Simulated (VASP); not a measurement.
Write the native input for VASP 6.6.1 that does the following.

```
Task                   : single point
Functional             : PBEsol
Potentials or basis    : VASP PAW PBE potentials, release 64 (Ta_pv, C)
Cutoff                 : 600 eV
k mesh                 : 4 × 4 × 4
Occupations            : gaussian, width 0.05 eV
Spin                   : collinear spin, ferromagnetic start
Starting moments       : [1.0, 0.0, 0.0, 0.0, 0.0, 0.0, 0.0, 0.0, 0.0, 0.0, 0.0, 0.0, 0.0, 0.0, 0.0, 0.0] μB
Hubbard terms          : Ta d U = 2.0 eV
Dipole correction      : no
Further INCAR settings : ALGO = Normal; EDIFF = 1e-06; NBANDS = 54
```

The structure of TaC15 lies in POSCAR:

```
TaC15
1.0
    0.0000000000      3.5668800000      3.5668800000
    3.5668800000      0.0000000000      3.5668800000
    3.5668800000      3.5668800000      0.0000000000
Ta C
1 15
Direct
    0.0000000000      0.0000000000      0.0000000000
    0.0011439093      0.0011439093      0.4988560907
    0.0011439093      0.4988560907      0.0011439093
    0.0011439093      0.4988560907      0.4988560907
    0.4988560907      0.0011439093      0.0011439093
    0.4988560907      0.0011439093      0.4988560907
    0.4988560907      0.4988560907      0.0011439093
    0.5000000000      0.5000000000      0.5000000000
    0.1453157598      0.1453157598      0.1453157598
    0.1453157598      0.1453157598      0.5640527205
    0.1453157598      0.5640527205      0.1453157598
    0.1276941620      0.6241019460      0.6241019460
    0.5640527205      0.1453157598      0.1453157598
    0.6241019460      0.1276941620      0.6241019460
    0.6241019460      0.6241019460      0.1276941620
    0.6241019460      0.6241019460      0.6241019460
```

These files were run (other wordings do the same):

INCAR

```
  PREC = Accurate
  ENCUT = 600
  EDIFF = 1E-6
  ISMEAR = 0
  SIGMA = 0.05
  LREAL = F
  LASPH = T
  NELM = 200
  ALGO = Normal
  ISIF = 2
  LWAVE = F
  LCHARG = F
  ISPIN = 2
  MAGMOM = 1 0 0 0 0 0 0 0 0 0 0 0 0 0 0 0
  LORBIT = 11
  LMAXMIX = 4
  LDAU = T
  LDAUTYPE = 2
  LDAUL = 2 -1
  LDAUU = 2 0
  LDAUJ = 0 0
  LDAUPRINT = 1
  GGA = PS
  NBANDS = 54
  GGA_COMPAT = F
```

KPOINTS

```
regular mesh
0
Gamma
  4 4 4
```

Potentials or basis: VASP PAW PBE potentials, release 64 (Ta_pv, C).

The run is started by

```console
$ cat potpaw_PBE.64/Ta_pv/POTCAR potpaw_PBE.64/C/POTCAR > POTCAR
$ mpirun -np 1 vasp_std > vasp.out
```

It gave:

```
Pressure                                              : 83.2 GPa
Largest force                                         : 0.313 eV/Å
Net moment                                            : 0.25 μB per cell
Site moments                                          : Ta +0.15; C +0.01, -0.00, -0.01 μB
Valence electrons inside the program's atomic spheres : Ta 10.55; C 2.62, 2.58, 2.81, 2.55
```

Caveat: the k points lie up to 0.38 Å⁻¹ apart; the PAW data sets were made with another functional, which shifts forces and pressure a little; the U is typed as a test and isn't derived for this compound.

Run time: 3.5 min on 1 thread of AMD EPYC 7R13 (shared host), peak memory 0.29 GiB.
